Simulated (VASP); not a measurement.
A run of VASP 6.6.1 is set up as follows.

Contents of INCAR:

```
PREC = Accurate
ENCUT = 910
EDIFF = 1E-6
ISMEAR = -1
SIGMA = 0.1
LREAL = False
LASPH = True
NELM = 120
ALGO = Normal
ISIF = 2
LWAVE = False
LCHARG = False
GGA = PS
NBANDS = 28
GGA_COMPAT = False
```

File KPOINTS:

```
Automatic mesh
0
Gamma
  8 8 7
```

POSCAR

```
SnO
1.0
    3.8017165508      0.0000000000      0.0000000000
    0.0000000000      3.8017165508      0.0000000000
    0.0000000000      0.0000000000      4.7410492914
Sn O
2 2
Direct
    0.5000000000      0.0000000000      0.2432916001
    0.0000000000      0.5000000000      0.7567083999
    0.0000000000      0.0000000000      0.0000000000
    0.5000000000      0.5000000000      0.0000000000
```

Potentials or basis: VASP PAW PBE potentials, release 64 (Sn_d, O_h).

The run is started by

```bash
$ cat potpaw_PBE.64/Sn_d/POTCAR potpaw_PBE.64/O_h/POTCAR > POTCAR
$ mpirun -np 1 vasp_std > vasp.out
```

Task: What does it give for the band gap on the k mesh?

Result: Zero (bands 20 and 21 overlap by 0.11 eV).

Task: Predict the pressure.

Result: 0.2 GPa.

Task: Predict the largest force.

Result: 0.090 eV/Å.

Forces on the atoms (eV/Å):
```
Sn   0.000  0.000  0.090
Sn   0.000  0.000 -0.090
O    0.000  0.000  0.000
O    0.000  0.000  0.000
```

Caveat: the cutoff is under 1.25 times the usual one of these potentials, so pressure, stress and relaxed cells hold a basis-set (Pulay) error; semilocal functionals underestimate gaps, so a narrow gap can read as zero; the PAW data sets were made with another functional, which shifts forces and pressure a little; spin-orbit coupling is left out, which moves the levels of the heavy elements.
